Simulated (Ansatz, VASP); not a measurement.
One calculation of PbS, two programs

Contents of POSCAR:

```
PbS
1.0
    0.0000000000      2.9650006778      2.9650006778
    2.9650006778      0.0000000000      2.9650006778
    2.9650006778      2.9650006778      0.0000000000
Pb S
1 1
Direct
    0.5000000000      0.5000000000      0.5000000000
    0.0000000000      0.0000000000      0.0000000000
```

INCAR.step1

```
ALGO = Normal ; EDIFF = 1E-5
ENCUT = 520 ; GGA = PE
ISIF = 2 ; ISMEAR = 0
LASPH = T ; LREAL = F
LWAVE = T ; NBANDS = 17
NELM = 80 ; PREC = Accurate
SIGMA = 0.05
```

INCAR.step2

```
AEXX = 0.25 ; ALGO = Normal
EDIFF = 1E-7 ; ENCUT = 520
GGA = PE ; HFSCREEN = 0.1
ISIF = 2 ; ISMEAR = 0
ISTART = 1 ; LASPH = T
LCHARG = T ; LELF = T
LHFCALC = T ; LREAL = F
LVHAR = T ; LWAVE = F
NBANDS = 17 ; NELM = 80
PREC = Accurate ; PRECFOCK = Normal
SIGMA = 0.05
```

The input KPOINTS:

```
k-points
0
Gamma
  4 4 4
```

Input for Ansatz:

```yaml
crystal:
  lattice:
    - [0.0, 2.9650006778, 2.9650006778]
    - [2.9650006778, 0.0, 2.9650006778]
    - [2.9650006778, 2.9650006778, 0.0]
  atoms:
    - { symbol: Pb, position: [0.5, 0.5, 0.5] }
    - { symbol: S, position: [0.0, 0.0, 0.0] }
basis:
  ecutwfc: 420
  ecutrho_ratio: 4
kpoints:
  mp_grid: { grid: [4, 4, 4] }
hamiltonian:
  xc: { preset: hse06, exx: { coeff: 0.25, omega: 0.1 } }
scf:
  occupations: { method: gaussian, width: 0.05 }
  n_extra_bands: 9
output:
  forces: true
  stress: true
  eigenvalues: true
  populations: true
  dos: { projected: true, de: 0.02 }
```

Alike in both runs: task single point; functional PBE-based screened hybrid; k mesh 4 × 4 × 4; occupations gaussian, width 0.05 eV; no spin polarisation.

```csv
,VASP,Ansatz
version,VASP 6.6.1,Ansatz 0.2.0
potentials or method,"VASP PAW PBE potentials, release 64 (Pb_d, S), cutoff 520 eV","scalar-relativistic, plane waves, PAW"
valence electrons in the cell,20,20
```

VASP gave:

```
gap on the k mesh at the Fermi level (eV) : 1.08
least direct gap on the mesh (eV)         : 1.08
pressure (GPa)                            : 1.0
```

**Question.** Which values does Ansatz return?

**Answer.** gap on the k mesh at the Fermi level (eV): 1.05; least direct gap on the mesh (eV): 1.05; pressure (GPa): 1.2.

VASP's potentials were made for PBE, not for PBE-based screened hybrid. With one functional, cell and mesh, what is left measures potentials, basis and numerics. Ansatz's warnings: stress exchange threshold loose, stress scf threshold loose.

The k mesh is coarse, so the values compare programs but aren't converged. Neither program's run includes spin-orbit coupling.
